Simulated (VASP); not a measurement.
# GaAs (F-43m) in VASP: vibrations by perturbation theory with LDA

Aim: the vibrations by perturbation theory of GaAs with LDA.

Program: VASP 6.6.1. These are calculated values, not measurements. Logs are shortened: lines on timing, memory, paths and dates and some standing lists are left out, and cuts for length are marked.

## (1) The cell of the first run

Symmetry: F-43m, No. 216, cubic system. The conventional cell has a = 5.603 Å, b = 5.603 Å, c = 5.603 Å, α = 90.00°, β = 90.00°, γ = 90.00°. Within 3.2 Å of Ga (site symmetry -43m) lie 4 As at 2.43 Å. Within 3.2 Å of As (site symmetry -43m) lie 4 Ga at 2.43 Å.

## (2) Vibrations by perturbation theory, LDA

Contents of INCAR:

```
PREC = Accurate
ENCUT = 520
EDIFF = 1E-8
ISMEAR = 0
SIGMA = 0.01
LREAL = F
LASPH = T
NELM = 100
ALGO = Normal
ISIF = 2
LWAVE = F
LCHARG = F
GGA = CA
IBRION = 8
NSW = 1
LEPSILON = T
```

Contents of KPOINTS:

```
Automatic mesh
0
Gamma
  10 10 10
```

Contents of POSCAR:

```
GaAs
1.0
    0.0000000000      2.8015691295      2.8015691295
    2.8015691295      0.0000000000      2.8015691295
    2.8015691295      2.8015691295      0.0000000000
Ga As
1 1
Direct
    0.0000000000      0.0000000000      0.0000000000
    0.7500000000      0.7500000000      0.7500000000
```

Potentials or basis: VASP PAW LDA potentials, release 64 (Ga_d, As).

The run is started by

```console
$ cat potpaw_LDA.64/Ga_d/POTCAR potpaw_LDA.64/As/POTCAR > POTCAR
$ mpirun -np 1 vasp_std > vasp.out
```

OUTCAR:

```text
PREC = Accurate
   ENCUT = 520
   EDIFF = 1E-8
   ISMEAR = 0
   LREAL = F
   LASPH = T
   NELM = 100
   ISIF = 2
   GGA = CA
   IBRION = 8
   NSW = 1
   LEPSILON = T

 ion  position               nearest neighbor table
   1  0.000  0.000  0.000-   2 2.43   2 2.43   2 2.43   2 2.43
   2  0.750  0.750  0.750-   1 2.43   1 2.43   1 2.43   1 2.43

  LATTYP: Found a face centered cubic cell.
 ALAT       =     5.6031382590

  Lattice vectors:

 A1 = (   0.0000000000,   2.8015691295,   2.8015691295)
 A2 = (   2.8015691295,   0.0000000000,   2.8015691295)
 A3 = (   2.8015691295,   2.8015691295,   0.0000000000)

Analysis of symmetry for initial positions (statically):
=====================================================================
 Subroutine PRICEL returns:
 Original cell was already a primitive cell.

 Routine SETGRP: Setting up the symmetry group for a
 face centered cubic supercell.

 Subroutine GETGRP returns: Found 24 space group operations
 (whereof 24 operations were pure point group operations)
 out of a pool of 48 trial point group operations.

The static configuration has the point symmetry T_d .

Analysis of symmetry for dynamics (positions and initial velocities):
=====================================================================
 Subroutine PRICEL returns:
 Original cell was already a primitive cell.

 Routine SETGRP: Setting up the symmetry group for a
 face centered cubic supercell.

 Subroutine GETGRP returns: Found 24 space group operations
 (whereof 24 operations were pure point group operations)
 out of a pool of 48 trial point group operations.

The dynamic configuration has the point symmetry T_d .

 Subroutine INISYM returns: Found 24 space group operations
 (whereof 24 operations are pure point group operations),
 and found     1 'primitive' translations

----------------------------------------------------------------------------------------

                                     Primitive cell

  volume of cell :      43.9779

  direct lattice vectors                    reciprocal lattice vectors
     0.000000000  2.801569129  2.801569129    -0.178471413  0.178471413  0.178471413
     2.801569129  0.000000000  2.801569129     0.178471413 -0.178471413  0.178471413
     2.801569129  2.801569129  0.000000000     0.178471413  0.178471413 -0.178471413

  length of vectors
     3.962017059  3.962017059  3.962017059     0.309121554  0.309121554  0.309121554

  position of ions in fractional coordinates (direct lattice)
     0.000000000  0.000000000  0.000000000
     0.750000000  0.750000000  0.750000000

  ion indices of the primitive-cell ions
   primitive index   ion index
                 1           1
                 2           2

----------------------------------------------------------------------------------------

 KPOINTS: Automatic mesh

Automatic generation of k-mesh.
 Grid dimensions read from file:
 generate k-points for:   10   10   10

 Generating k-lattice:

  Cartesian coordinates                     Fractional coordinates (reciprocal lattice)
    -0.017847141  0.017847141  0.017847141     0.100000000  0.000000000  0.000000000
     0.017847141 -0.017847141  0.017847141     0.000000000  0.100000000  0.000000000
     0.017847141  0.017847141 -0.017847141     0.000000000  0.000000000  0.100000000

  Length of vectors
     0.030912155  0.030912155  0.030912155

  Shift w.r.t. Gamma in fractional coordinates (k-lattice)
     0.000000000  0.000000000  0.000000000

 Subroutine IBZKPT returns following result:
 ===========================================

 Found     47 irreducible k-points:

 Following reciprocal coordinates:
            Coordinates               Weight
  0.000000  0.000000  0.000000      1.000000
  0.100000  0.000000  0.000000      8.000000
  0.200000  0.000000  0.000000      8.000000
[... 487 lines left out ...]
  volume of cell :       43.98
      direct lattice vectors                 reciprocal lattice vectors
     0.000000000  2.801569129  2.801569129    -0.178471413  0.178471413  0.178471413
     2.801569129  0.000000000  2.801569129     0.178471413 -0.178471413  0.178471413
     2.801569129  2.801569129  0.000000000     0.178471413  0.178471413 -0.178471413

 POSITION                                       TOTAL-FORCE (eV/Angst)
 -----------------------------------------------------------------------------------
      0.00000      0.00000      0.00000         0.000000      0.000000      0.000000
      4.20235      4.20235      4.20235        -0.000000     -0.000000     -0.000000
 -----------------------------------------------------------------------------------
    total drift:                                0.000001      0.000001      0.000000

  FREE ENERGIE OF THE ION-ELECTRON SYSTEM (eV)
  ---------------------------------------------------
  free  energy   TOTEN  =        -9.6410118465 eV

  energy  without entropy=       -9.6410118465  energy(sigma->0) =       -9.64101185

 HEAD OF MICROSCOPIC STATIC DIELECTRIC TENSOR (INDEPENDENT PARTICLE, excluding Hartree and local field effects)
 ------------------------------------------------------
          21.677351    -0.000000     0.000000
           0.000000    21.677351     0.000000
          -0.000000     0.000000    21.677351
 ------------------------------------------------------

 Free energy of the ion-electron system (eV)
  ---------------------------------------------------
  ---------------------------------------------------
  free energy    TOTEN  =        -2.52240693 eV

  energy without entropy =       -2.52240693

------------------------ aborting loop because EDIFF is reached ----------------------------------------

--------------------------------------- Ionic step        2  -------------------------------------------

------------------------ aborting loop because EDIFF is reached ----------------------------------------

--------------------------------------- Ionic step        3  -------------------------------------------

------------------------ aborting loop because EDIFF is reached ----------------------------------------

 PIEZOELECTRIC TENSOR FIELD DIRECTION 3  (e Angst)
 -----------------------------------------------------------------------------
    -0.00046  2.38385  0.00000           (  0.00000  0.01661  0.00000)
     2.38385 -0.00046  0.00000           (  0.01661  0.00000  0.00000)
     0.00000  0.00000 -0.00127           (  0.00000  0.00000  0.00000)

 PIEZOELECTRIC TENSOR FIELD DIRECTION 3  (C/m^2)
 -----------------------------------------------------------------------------
    -0.00017  0.86847  0.00000
     0.86847 -0.00017  0.00000
     0.00000  0.00000 -0.00046

--------------------------------------- Ionic step        4  -------------------------------------------

------------------------ aborting loop because EDIFF is reached ----------------------------------------

[... ionic steps 5 to 6 ...]

--------------------------------------- Ionic step        7  -------------------------------------------

 Free energy of the ion-electron system (eV)
  ---------------------------------------------------
  ---------------------------------------------------
  free energy    TOTEN  =        -0.04453320 eV

  energy without entropy =       -0.04453320

------------------------ aborting loop because EDIFF is reached ----------------------------------------

 INTERNAL STRAIN TENSOR  FOR ION    2  DIRECTION 1   (eV/Angst):
 -----------------------------------------------------------------------------
    -0.00782  0.00000  0.00000
     0.00000  0.00553  7.44381
     0.00000  7.44381  0.00553

 MACROSCOPIC STATIC DIELECTRIC TENSOR (including local field effects in DFT)
 ------------------------------------------------------
          20.944092     0.000000     0.000000
          -0.000000    20.944092     0.000000
          -0.000000    -0.000000    20.944092
 ------------------------------------------------------

 PIEZOELECTRIC TENSOR (including local field effects)  for field in x, y, z        (e  Angst)
          XX          YY          ZZ          XY          YZ          ZX
  --------------------------------------------------------------------------------
  x    -0.00000     0.00000    -0.00000     0.00000     2.39103     0.00000
  y     0.00000    -0.00000     0.00000     0.00000     0.00000     2.39103
  z    -0.00000     0.00000    -0.00000     2.39103     0.00000     0.00000

 PIEZOELECTRIC TENSOR (including local field effects)  for field in x, y, z        (C/m^2)
          XX          YY          ZZ          XY          YZ          ZX
  --------------------------------------------------------------------------------
  x    -0.00000     0.00000    -0.00000     0.00000     0.87109     0.00000
  y     0.00000    -0.00000     0.00000     0.00000     0.00000     0.87109
  z    -0.00000     0.00000    -0.00000     0.87109     0.00000     0.00000

 BORN EFFECTIVE CHARGES (including local field effects) (in |e|, cummulative output)
 ---------------------------------------------------------------------------------
 ion    1
    1     2.11785     0.00000     0.00000
    2     0.00000     2.11785     0.00000
    3     0.00000     0.00000     2.11785
 ion    2
    1    -2.11785     0.00000     0.00000
    2     0.00000    -2.11785     0.00000
    3     0.00000     0.00000    -2.11785

 INTERNAL STRAIN TENSOR FOR ION    2 for displacements in x,y,z  (eV/Angst):
          X           Y           Z          XY          YZ          ZX
  --------------------------------------------------------------------------------
  x     0.00000     0.00000     0.00000     0.00000     7.44381     0.00000
  y    -0.00000     0.00000    -0.00000     0.00000     0.00000     7.44381
  z     0.00000     0.00000     0.00000     7.44381     0.00000     0.00000

 SECOND DERIVATIVES (NOT SYMMETRIZED)
 ------------------------------------
               1X          1Y          1Z          2X          2Y          2Z
  1X    -9.779577    0.000000    0.000000    9.779577    0.000000    0.000000
  1Y     0.000000   -9.779577    0.000000    0.000000    9.779577    0.000000
  1Z     0.000000    0.000000   -9.779577    0.000000    0.000000    9.779577
  2X     9.723729   -0.000000   -0.000000   -9.723729    0.000000    0.000000
  2Y    -0.000000    9.723729   -0.000000    0.000000   -9.723729    0.000000
  2Z    -0.000000   -0.000000    9.723729    0.000000    0.000000   -9.723729

 Eigenvectors and eigenvalues of the dynamical matrix
 ----------------------------------------------------

   1 f  =    8.124032 THz    51.044800 2PiTHz  270.988544 cm-1    33.598282 meV
             X         Y         Z           dx          dy          dz
      0.000000  0.000000  0.000000    -0.000000   -0.000000    0.720695
      4.202354  4.202354  4.202354     0.000000    0.000000   -0.693252
[... 21 lines left out ...]
   6 f/i=    0.011623 THz     0.073028 2PiTHz    0.387695 cm-1     0.048068 meV
             X         Y         Z           dx          dy          dz
      0.000000  0.000000  0.000000    -0.302074    0.622391    0.044489
      4.202354  4.202354  4.202354    -0.314031    0.647029    0.046251

--------------------------------------------------------------------------------------------------------

 MACROSCOPIC STATIC DIELECTRIC TENSOR IONIC CONTRIBUTION
 ------------------------------------------------------
           1.892536     0.000000    -0.000000
           0.000000     1.892536     0.000000
          -0.000000     0.000000     1.892536
 ------------------------------------------------------

 ELASTIC MODULI CONTR FROM IONIC RELAXATION (kBar)
 Direction    XX          YY          ZZ          XY          YZ          ZX
 --------------------------------------------------------------------------------
 XX          -0.0000     -0.0000     -0.0000     -0.0000      0.0000      0.0000
 YY          -0.0000     -0.0000     -0.0000     -0.0000     -0.0000     -0.0000
 ZZ          -0.0000     -0.0000     -0.0000      0.0000     -0.0000      0.0000
 XY          -0.0000     -0.0000      0.0000   -205.1828      0.0000     -0.0000
 YZ           0.0000     -0.0000     -0.0000      0.0000   -205.1828     -0.0000
 ZX           0.0000     -0.0000      0.0000     -0.0000     -0.0000   -205.1828
 --------------------------------------------------------------------------------

 PIEZOELECTRIC TENSOR IONIC CONTR  for field in x, y, z        (C/m^2)
          XX          YY          ZZ          XY          YZ          ZX
  --------------------------------------------------------------------------------
  x     0.00000    -0.00000    -0.00000     0.00000    -0.58636    -0.00000
  y     0.00000    -0.00000     0.00000     0.00000    -0.00000    -0.58636
  z    -0.00000    -0.00000     0.00000    -0.58636     0.00000    -0.00000
```

It took 8.3 min on 1 thread of Intel Xeon Platinum 8559C (Emerald Rapids), shared host; peak memory 0.39 GiB.

Results:

| Property | Result |
| --- | --- |
| Electronic dielectric tensor (diagonal) | 20.94 |
| Born charges (mean of the diagonal) | Ga +2.12; As -2.12 e |
| Highest phonon frequency at Γ, LO-TO splitting left out | 271 cm⁻¹ |

Phonon frequencies in cm⁻¹ (negative: imaginary):
```csv
q point,frequencies
"(0.000, 0.000, 0.000)",0 0 0 271 271 271
```

Electronic dielectric tensor:
```
20.94  0.00  0.00
 0.00 20.94  0.00
 0.00  0.00 20.94
```

Born effective charge tensors (e):
atom 1, Ga
```
2.12 0.00 0.00
0.00 2.12 0.00
0.00 0.00 2.12
```
atom 2, As
```
-2.12  0.00  0.00
 0.00 -2.12  0.00
 0.00  0.00 -2.12
```
